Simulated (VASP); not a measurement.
# Na (I4/mmm) in VASP: notebook, part 2 of 2

VASP 6.6.1. Earlier steps stand in the parts before.

### 4 Single point, PBEsol (strain -0.030 along x and y, +0.015 along z)

Input file INCAR:

```
  ALGO = Normal
  EDIFF = 1E-6
  ENCUT = 520
  GGA = PS
  ISIF = 2
  ISMEAR = 0
  LASPH = True
  LCHARG = True
  LELF = True
  LREAL = False
  LVHAR = True
  LWAVE = False
  NBANDS = 10
  NELM = 60
  PREC = Accurate
  SIGMA = 0.15
```

Input file KPOINTS:

```
k-points
0
Gamma
  16 16 16
```

Input file POSCAR:

```
Na
1.0
   -2.0539750000      2.0539750000      2.1492625000
    2.0539750000     -2.0539750000      2.1492625000
    2.0539750000      2.0539750000     -2.1492625000
Na
1
Direct
    0.0000000000      0.0000000000      0.0000000000
```

Potentials or basis: VASP PAW PBE potentials, release 64 (Na_pv).

On the command line:

```sh
> cat potpaw_PBE.64/Na_pv/POTCAR > POTCAR
> mpirun -np 1 vasp_std > vasp.out
```

OUTCAR:

```text
EDIFF = 1E-6
   ENCUT = 520
   GGA = PS
   ISIF = 2
   ISMEAR = 0
   LASPH = True
   LREAL = False
   NELM = 60
   PREC = Accurate

 ion  position               nearest neighbor table
   1  0.000  0.000  0.000-

  LATTYP: Found a body centered tetragonal cell.
 ALAT       =     4.1079500000
 C/A-ratio  =     1.0463917526

  Lattice vectors:

 A1 = (  -2.0539750000,   2.0539750000,   2.1492625000)
 A2 = (   2.0539750000,  -2.0539750000,   2.1492625000)
 A3 = (   2.0539750000,   2.0539750000,  -2.1492625000)

Analysis of symmetry for initial positions (statically):
=====================================================================
 Subroutine PRICEL returns:
 Original cell was already a primitive cell.

 Routine SETGRP: Setting up the symmetry group for a
 body centered tetragonal supercell.

 Subroutine GETGRP returns: Found 16 space group operations
 (whereof 16 operations were pure point group operations)
 out of a pool of 16 trial point group operations.

The static configuration has the point symmetry D_4h.

Analysis of symmetry for dynamics (positions and initial velocities):
=====================================================================
 Subroutine PRICEL returns:
 Original cell was already a primitive cell.

 Routine SETGRP: Setting up the symmetry group for a
 body centered tetragonal supercell.

 Subroutine GETGRP returns: Found 16 space group operations
 (whereof 16 operations were pure point group operations)
 out of a pool of 16 trial point group operations.

The dynamic configuration has the point symmetry D_4h.

 Subroutine INISYM returns: Found 16 space group operations
 (whereof 16 operations are pure point group operations),
 and found     1 'primitive' translations

----------------------------------------------------------------------------------------

                                     Primitive cell

  volume of cell :      36.2693

  direct lattice vectors                    reciprocal lattice vectors
    -2.053975000  2.053975000  2.149262500     0.000000000  0.243430421  0.232637940
     2.053975000 -2.053975000  2.149262500     0.243430421  0.000000000  0.232637940
     2.053975000  2.053975000 -2.149262500     0.243430421  0.243430421  0.000000000

  length of vectors
     3.613441005  3.613441005  3.613441005     0.336717658  0.336717658  0.344262604

  position of ions in fractional coordinates (direct lattice)
     0.000000000  0.000000000  0.000000000

  ion indices of the primitive-cell ions
   primitive index   ion index
                 1           1

----------------------------------------------------------------------------------------

 KPOINTS: k-points

Automatic generation of k-mesh.
 Grid dimensions read from file:
 generate k-points for:   16   16   16

 Generating k-lattice:

  Cartesian coordinates                     Fractional coordinates (reciprocal lattice)
     0.000000000  0.015214401  0.014539871     0.062500000  0.000000000  0.000000000
     0.015214401  0.000000000  0.014539871     0.000000000  0.062500000  0.000000000
     0.015214401  0.015214401  0.000000000     0.000000000  0.000000000  0.062500000

  Length of vectors
     0.021044854  0.021044854  0.021516413

  Shift w.r.t. Gamma in fractional coordinates (k-lattice)
     0.000000000  0.000000000  0.000000000

 Subroutine IBZKPT returns following result:
 ===========================================

 Found    349 irreducible k-points:

 Following reciprocal coordinates:
            Coordinates               Weight
  0.000000  0.000000  0.000000      1.000000
  0.062500  0.000000  0.000000      8.000000
  0.125000  0.000000  0.000000      8.000000
  0.187500  0.000000 -0.000000      8.000000
  0.250000  0.000000  0.000000      8.000000
  0.312500  0.000000  0.000000      8.000000
[... 16 lines left out ...]
 -0.125000  0.062500  0.000000     16.000000
 -0.062500  0.062500  0.000000      4.000000
 [... further k-points ...]
   k-points           NKPTS =    349   k-points in BZ     NKDIM =    349   number of bands    NBANDS=     10
   number of dos      NEDOS =    301   number of ions     NIONS =      1
   total plane-waves  NPLWV =  21952
   dimension x,y,z NGX =    28 NGY =   28 NGZ =   28
   dimension x,y,z NGXF=    56 NGYF=   56 NGZF=   56
   ions per type =               1
   NGX,Y,Z   is equivalent  to a cutoff of  12.88, 12.88, 12.88 a.u.
   NGXF,Y,Z  is equivalent  to a cutoff of  25.76, 25.76, 25.76 a.u.
 SYSTEM =  unknown system
   PREC   = accura    normal or accurate (medium, high low for compatibility)
   ISTART =      0    job   : 0-new  1-cont  2-samecut
   ICHARG =      2    charge: 1-file 2-atom 10-const
   ISPIN  =      1    spin polarized calculation?
   LNONCOLLINEAR =      F non collinear calculations
   LSORBIT =      F    spin-orbit coupling
   LASPH  =      T    aspherical Exc in radial PAW
   ENCUT  =  520.0 eV  38.22 Ry    6.18 a.u.   6.72  6.72  6.72*2*pi/ulx,y,z
   NELM   =     60;   NELMIN=  2; NELMDL= -5     # of ELM steps
   EDIFF  = 0.1E-05   stopping-criterion for ELM
   LREAL  =      F    real-space projection
   EDIFFG = 0.1E-04   stopping-criterion for IOM
   NSW    =      0    number of steps for IOM
   IBRION =     -1    ionic relax: 0-MD 1-quasi-New 2-CG
   NFREE  =      0    steps in history (QN), initial steepest desc. (CG)
   ISIF   =      2    stress and relaxation
   ISYM   =      2    0-nonsym 1-usesym 2-fastsym
   POTIM  = 0.5000    time-step for ionic-motion
   TEBEG  =    0.0;   TEEND  =   0.0 temperature during run
   PSTRESS=    0.0 pullay stress
   NELECT =       7.0000    total number of electrons
   NUPDOWN=      -1.0000    fix difference up-down
   EMIN   =  10.00;   EMAX   =-10.00  energy-range for DOS
   EFERMI =   0.00;   METHOD = LEGACY
   ISMEAR =     0;   SIGMA  =   0.15  broadening in eV -4-tet -1-fermi 0-gaus
   EFERMI_NEDOS =   21; number of points for ismear=-14 and -15
   IALGO  =     38    algorithm
   IMIX   =      4    mixing-type and parameters
     AMIX     =   0.40;   BMIX     =  1.00
     AMIX_MAG =   1.60;   BMIX_MAG =  1.00
  volume/ion in A,a.u.               =      36.27       244.76
  Fermi-wavevector in a.u.,A,eV,Ry     =   0.946079  1.787831 12.178116  0.895066
  Thomas-Fermi vector in A             =   2.074043
   LORBIT       =      0    0 simple, 1 ext, 2 COOP (PROOUT), +10 PAW based schemes
   GGA     = PS    functional components
   LHFCALC =     F    Hartree Fock is set to
   AEXX    =    0.0000 exact exchange contribution
   IVDW    =     0    specifies the selected vdW correction
   LEPSILON=     F    determine dielectric tensor
   LRPA    =     F    only Hartree local field effects (RPA)
 non-spin polarized calculation
 Gauss-broadening in eV      SIGMA  =   0.15
  energy-cutoff  :      520.00
  volume of cell :       36.27
 maximum number of plane-waves:       992
   NGX = 13   NGY = 13   NGZ = 13

 number of electron       6.9999999 magnetization

 Free energy of the ion-electron system (eV)
  ---------------------------------------------------
  ext. energy  EPLUGINS =         0.00000000
  ---------------------------------------------------
  free energy    TOTEN  =        -1.40226661 eV

  energy without entropy =       -1.39719829  energy(sigma->0) =       -1.39973245

 E-fermi :   0.3661     XC(G=0):  -6.5591

 val. band max:        0.3417249711   @ k =   0.5000   0.2500   0.0000
 cond. band min:       0.3696214045   @ k =  -0.2500  -0.3750   0.2500
 fundamental gap:      0.0278964334
 Fermi energy:         0.3660662053

 k-point     1 :       0.0000    0.0000    0.0000
  band No.  band energies     occupation
      1     -24.4001      2.00000
      2     -24.4001      2.00000
      3     -24.3999      2.00000
      4      -2.9561      2.00000
      5      12.0301      0.00000
      6      12.0301      0.00000
      7      12.7168      0.00000
      8      12.9350      0.00000
      9      13.5339      0.00000
     10      13.6120      0.00000

 k-point     2 :       0.0625    0.0000    0.0000
  band No.  band energies     occupation
      1     -24.4015      2.00000
      2     -24.4006      2.00000
      3     -24.4000      2.00000
      4      -2.8872      2.00000
      5      11.0755      0.00000
      6      11.6820      0.00000
      7      12.3372      0.00000
      8      12.4774      0.00000
      9      12.9290      0.00000
     10      13.9074      0.00000
[... 274 lines left out ...]
 k-point    24 :      -0.0625    0.0625    0.0000
  band No.  band energies     occupation
      1     -24.4016      2.00000
      2     -24.4004      2.00000
      3     -24.4001      2.00000
      4      -2.8840      2.00000
      5      11.5085      0.00000
      6      11.6725      0.00000
      7      11.7268      0.00000
      8      12.3362      0.00000
      9      13.0260      0.00000
     10      14.1948      0.00000

 [... further k-points ...]
[... 5 lines left out ...]
  --------------------------------------------------------------------------------------
  -------------------------------------------------------------------------------------
  Total       -0.0010995     -0.0010995     -0.0099535      0.0000000      0.0000000      0.0000000
  in kB       -0.0485681     -0.0485681     -0.4396903      0.0000000      0.0000000      0.0000000
  external PRESSURE =      -0.1789422 kB  Pullay stress =       0.0000000 kB

 VOLUME and BASIS-vectors are now :
 -----------------------------------------------------------------------------
  energy-cutoff  :      520.00
  volume of cell :       36.27
      direct lattice vectors                 reciprocal lattice vectors
    -2.053975000  2.053975000  2.149262500     0.000000000  0.243430421  0.232637940
     2.053975000 -2.053975000  2.149262500     0.243430421  0.000000000  0.232637940
     2.053975000  2.053975000 -2.149262500     0.243430421  0.243430421  0.000000000

 POSITION                                       TOTAL-FORCE (eV/Angst)
 -----------------------------------------------------------------------------------
      0.00000      0.00000      0.00000        -0.000000      0.000000      0.000000
 -----------------------------------------------------------------------------------
    total drift:                                0.000000     -0.000000      0.000000

  FREE ENERGIE OF THE ION-ELECTRON SYSTEM (eV)
  ---------------------------------------------------
  free  energy   TOTEN  =        -1.4022666123 eV

  energy  without entropy=       -1.3971982874  energy(sigma->0) =       -1.39973245
```

OSZICAR:

```text
N       E                     dE             d eps       ncg     rms          rms(c)
DAV:   1     0.275196529034E+02    0.27520E+02   -0.38165E+03  6988   0.590E+02
DAV:   2    -0.802036582647E+00   -0.28322E+02   -0.28181E+02  7284   0.147E+02
DAV:   3    -0.139989186290E+01   -0.59786E+00   -0.59748E+00  8552   0.233E+01
DAV:   4    -0.140448060441E+01   -0.45887E-02   -0.45884E-02  8160   0.201E+00
DAV:   5    -0.140454430782E+01   -0.63703E-04   -0.63703E-04  8024   0.233E-01    0.239E-01
DAV:   6    -0.140282412633E+01    0.17202E-02   -0.28068E-03  8188   0.774E-01    0.144E-01
DAV:   7    -0.140231948841E+01    0.50464E-03   -0.24822E-03  7864   0.651E-01    0.455E-02
DAV:   8    -0.140226635695E+01    0.53131E-04   -0.19686E-04  7934   0.244E-01    0.202E-03
DAV:   9    -0.140226661225E+01   -0.25530E-06   -0.71231E-07  5282   0.938E-03
   1 F= -.14022666E+01 E0= -.13997324E+01  d E =-.506832E-02
```

stdout:

```text
POSCAR found type information on POSCAR Na
 POSCAR found :  1 types and       1 ions
 scaLAPACK will be used
 -----------------------------------------------------------------------------
|                                                                             |
|                                                                             |
|     You enforced a specific xc type in the INCAR file but a different       |
|     I HOPE YOU KNOW WHAT YOU ARE DOING!                                     |
|                                                                             |
 -----------------------------------------------------------------------------

 LDA part: xc-table for (Slater+PW92), standard interpolation
 POSCAR, INCAR and KPOINTS ok, starting setup
 FFT: planning ... GRIDC
 FFT: planning ... GRID_SOFT
 FFT: planning ... GRID
 WAVECAR not read
 entering main loop
```

Wall time 2.7 min (1 thread of AMD EPYC 7R13, shared host); peak memory 0.2 GiB.

Results:

- Free energy: -1.4023 eV
- Pressure: 0.0 GPa

Levels at points of the mesh, in eV from the Fermi level:
```csv
k point,band 1,band 2,band 3,band 4,band 5,band 6,band 7,band 8
"(0.00, 0.00, 0.00)",-24.77,-24.77,-24.77,-3.32,11.66,11.66,12.35,12.57
"(0.50, 0.00, 0.00)",-24.81,-24.78,-24.77,0.70,1.19,8.50,9.52,9.59
"(0.50, 0.50, 0.00)",-24.80,-24.78,-24.77,0.87,1.39,7.92,8.93,9.01
"(0.50, 0.50, 0.50)",-24.80,-24.79,-24.79,4.33,4.45,4.75,5.23,5.23
```

Caveat: the cell differs from its parent crystal (strain -0.030 along x and y, +0.015 along z); the PAW data sets were made with another functional, which shifts forces and pressure a little.

### 5 Single point, PBEsol (strain +0.000 along x and y, -0.030 along z)

Input file INCAR:

```
SYSTEM = Na
PREC = Accurate
ENCUT = 520
EDIFF = 1E-6
ISMEAR = 0
SIGMA = 0.15
LREAL = .FALSE.
LASPH = .TRUE.
NELM = 60
ALGO = Normal
ISIF = 2
LWAVE = .FALSE.
LCHARG = .FALSE.
GGA = PS
NBANDS = 10
```

Input file KPOINTS:

```
regular mesh
0
G
  16 16 16
  0 0 0
```

Input file POSCAR:

```
Na
1.0
   -2.1175000000      2.1175000000      2.0539750000
    2.1175000000     -2.1175000000      2.0539750000
    2.1175000000      2.1175000000     -2.0539750000
Na
1
Direct
    0.0000000000      0.0000000000      0.0000000000
```

On the command line:

```sh
> cat potpaw_PBE.64/Na_pv/POTCAR > POTCAR
> mpirun -np 1 vasp_std > vasp.out
```

Run time: 2.2 min. Hardware: 1 thread of AMD EPYC 7R13, shared host; peak memory 0.2 GiB.

It converged, with:

```
Free energy : -1.4021 eV
Pressure    : -0.1 GPa
```

Levels at points of the mesh, in eV from the Fermi level:
| k point | band 1 | band 2 | band 3 | band 4 | band 5 | band 6 | band 7 | band 8 |
| --- | --- | --- | --- | --- | --- | --- | --- | --- |
| (0.00, 0.00, 0.00) | -24.78 | -24.78 | -24.78 | -3.29 | 11.47 | 11.94 | 11.94 | 12.55 |
| (0.50, 0.00, 0.00) | -24.82 | -24.79 | -24.78 | 0.79 | 1.28 | 8.10 | 9.07 | 9.17 |
| (0.50, 0.50, 0.00) | -24.82 | -24.79 | -24.78 | 0.68 | 1.14 | 8.50 | 9.47 | 9.57 |
| (0.50, 0.50, 0.50) | -24.81 | -24.81 | -24.81 | 4.40 | 4.64 | 4.74 | 4.74 | 5.27 |

Caveat: the cell differs from its parent crystal (strain +0.000 along x and y, -0.030 along z); the PAW data sets were made with another functional, which shifts forces and pressure a little.

### 6 Single point, PBEsol (strain -0.015 along x and y, +0.000 along z)

Input file INCAR:

```
SYSTEM = Na
PREC     = Accurate       ! precision mode
ENCUT    = 520            ! plane-wave cutoff, eV
EDIFF    = 1E-7           ! SCF threshold, eV
ISMEAR   = 0              ! smearing method
SIGMA    = 0.15           ! smearing width, eV
LREAL    = .FALSE.        ! projectors in reciprocal space
LASPH    = .TRUE.         ! aspherical terms in the spheres
NELM     = 100            ! most SCF steps
ALGO     = Normal         ! electronic algorithm
ISIF     = 2              ! what is computed and relaxed
LWAVE    = .FALSE.        ! write WAVECAR
LCHARG   = .FALSE.        ! write CHGCAR
GGA      = PS             ! functional
NBANDS   = 10             ! bands
```

Input file KPOINTS:

```
Automatic mesh
0
G
  16 16 16
  0 0 0
```

Input file POSCAR:

```
Na
1.0
   -2.0857375000      2.0857375000      2.1175000000
    2.0857375000     -2.0857375000      2.1175000000
    2.0857375000      2.0857375000     -2.1175000000
Na
1
Direct
    0.0000000000      0.0000000000      0.0000000000
```

Potentials or basis: VASP PAW PBE potentials, release 64 (Na_pv).

On the command line:

```sh
> cat potpaw_PBE.64/Na_pv/POTCAR > POTCAR
> mpirun -np 1 vasp_std > vasp.out
```

Run time: 2.4 min. Hardware: 1 thread of AMD EPYC 7R13, shared host; peak memory 0.2 GiB.

Results (log left out):

* Free energy: -1.4022 eV
* Pressure: -0.1 GPa

Levels at points of the mesh, in eV from the Fermi level:
```
           k point  band 1  band 2  band 3  band 4  band 5  band 6  band 7  band 8
(0.00, 0.00, 0.00)  -24.78  -24.78  -24.78   -3.29   11.70   11.70   11.93   12.67
(0.50, 0.00, 0.00)  -24.82  -24.79  -24.78    0.73    1.21    8.29    9.26    9.36
(0.50, 0.50, 0.00)  -24.82  -24.79  -24.78    0.79    1.28    8.10    9.07    9.17
(0.50, 0.50, 0.50)  -24.81  -24.81  -24.81    4.46    4.59    4.74    5.00    5.00
```

Caveat: the cell differs from its parent crystal (strain -0.015 along x and y, +0.000 along z); the PAW data sets were made with another functional, which shifts forces and pressure a little.

### 7 Single point, PBEsol (strain +0.000 along x and y, -0.015 along z)

Input file INCAR:

```
  ALGO = Normal
  EDIFF = 1E-7
  ENCUT = 520
  GGA = PS
  ISIF = 2
  ISMEAR = 0
  LASPH = T
  LCHARG = F
  LREAL = F
  LWAVE = F
  NBANDS = 10
  NELM = 60
  PREC = Accurate
  SIGMA = 0.15
```

Input file KPOINTS:

```
k-points
0
Gamma
  16 16 16
```

Input file POSCAR:

```
Na
1.0
   -2.1175000000      2.1175000000      2.0857375000
    2.1175000000     -2.1175000000      2.0857375000
    2.1175000000      2.1175000000     -2.0857375000
Na
1
Direct
    0.0000000000      0.0000000000      0.0000000000
```

On the command line:

```sh
> cat potpaw_PBE.64/Na_pv/POTCAR > POTCAR
> mpirun -np 1 vasp_std > vasp.out
```

Run time: 2.8 min. Hardware: 1 thread of AMD EPYC 7R13, shared host; peak memory 0.2 GiB.

The run converged. Its results:

```
Free energy : -1.4016 eV
Pressure    : -0.2 GPa
```

Levels at points of the mesh, in eV from the Fermi level:
| k point | band 1 | band 2 | band 3 | band 4 | band 5 | band 6 | band 7 |
| --- | --- | --- | --- | --- | --- | --- | --- |
| (0.00, 0.00, 0.00) | -24.79 | -24.79 | -24.79 | -3.26 | 11.52 | 11.75 | 11.75 |
| (0.50, 0.00, 0.00) | -24.83 | -24.80 | -24.79 | 0.76 | 1.24 | 8.10 | 9.03 |
| (0.50, 0.50, 0.00) | -24.83 | -24.80 | -24.79 | 0.71 | 1.17 | 8.29 | 9.23 |
| (0.50, 0.50, 0.50) | -24.82 | -24.82 | -24.82 | 4.44 | 4.56 | 4.77 | 4.77 |

Caveat: the cell differs from its parent crystal (strain +0.000 along x and y, -0.015 along z); the PAW data sets were made with another functional, which shifts forces and pressure a little.

### 8 Summary

```tsv
cell	gap on the mesh (eV)	pressure (GPa)
a = 3.595 Å, angles 110.3, 110.3, 107.8°, 1 atom	none	0.1
a = 3.594 Å, angles 109.1, 109.1, 110.3°, 1 atom	none	0.1
a = 3.613 Å, angles 110.7, 110.7, 107.0°, 1 atom	none	0.0
a = 3.631 Å, angles 108.7, 108.7, 111.1°, 1 atom	none	-0.1
a = 3.631 Å, angles 109.9, 109.9, 108.7°, 1 atom	none	-0.1
a = 3.649 Å, angles 109.1, 109.1, 110.3°, 1 atom	none	-0.2
```

Alike in all rows: task single point; level PBEsol; potentials or basis VASP PAW PBE potentials, release 64 (Na_pv); no spin polarisation; k mesh 16 × 16 × 16; cutoff (eV) 520; smearing gaussian 0.15 eV.

Caveats: the PAW data sets were made with another functional, which shifts forces and pressure a little.

Total energies depend on the potentials used, so only differences within one code and one set of settings carry meaning.
